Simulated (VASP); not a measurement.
Wanted: the native input for a VASP 6.6.1 run.

* Task: single point
* Functional: PBEsol
* Dispersion: D3(BJ)
* Potentials or basis: VASP PAW PBE potentials, release 64 (Te, Be)
* Cutoff: 520 eV
* k mesh: 8 × 8 × 8
* Occupations: fermi-dirac, width 0.05 eV
* Spin: no spin polarisation
* Dipole correction: no
* Further INCAR settings: ALGO = Normal; EDIFF = 1e-06; NBANDS = 11

The structure of BeTe lies in POSCAR:

```
BeTe
1.0
    0.0000000000      2.7883449055      2.7883449055
    2.7883449055      0.0000000000      2.7883449055
    2.7883449055      2.7883449055      0.0000000000
Te Be
1 1
Direct
    0.7500000000      0.7500000000      0.7500000000
    0.0000000000      0.0000000000      0.0000000000
```

The input as run:

INCAR

```
SYSTEM = BeTe
ALGO     = Normal         ! electronic algorithm
EDIFF    = 1E-6           ! SCF threshold, eV
ENCUT    = 520            ! plane-wave cutoff, eV
GGA      = PS             ! functional
ISIF     = 2              ! what is computed and relaxed
ISMEAR   = -1             ! smearing method
IVDW     = 12             ! dispersion correction
LASPH    = .TRUE.         ! aspherical terms in the spheres
LCHARG   = .TRUE.         ! write CHGCAR
LELF     = .TRUE.         ! ELF
LREAL    = .FALSE.        ! projectors in reciprocal space
LVHAR    = .TRUE.       
LWAVE    = .FALSE.        ! write WAVECAR
NBANDS   = 11             ! bands
NELM     = 80             ! most SCF steps
PREC     = Accurate       ! precision mode
SIGMA    = 0.05           ! smearing width, eV
```

KPOINTS

```
k-points
0
G
  8 8 8
  0 0 0
```

Potentials or basis: VASP PAW PBE potentials, release 64 (Te, Be).

Run with:

```console
$ cat potpaw_PBE.64/Te/POTCAR potpaw_PBE.64/Be/POTCAR > POTCAR
$ mpirun -np 1 vasp_std > vasp.out
```

It gave:

```yaml
Pressure: -1.1 GPa
Band_gap_on_the_k_mesh: 1.78 eV, indirect (least direct gap 3.57 eV)
Dispersion_energy_per_atom: -0.312 eV
```

Caveat: the PAW data sets were made with another functional, which shifts forces and pressure a little; spin-orbit coupling is left out, which moves the levels of the heavy elements.

Run time: 14 s on 1 thread of Intel(R) Xeon(R) Platinum 8259CL CPU @ 2.50GHz (Skylake/Cascade Lake), on a shared host, peak memory 0.18 GiB.
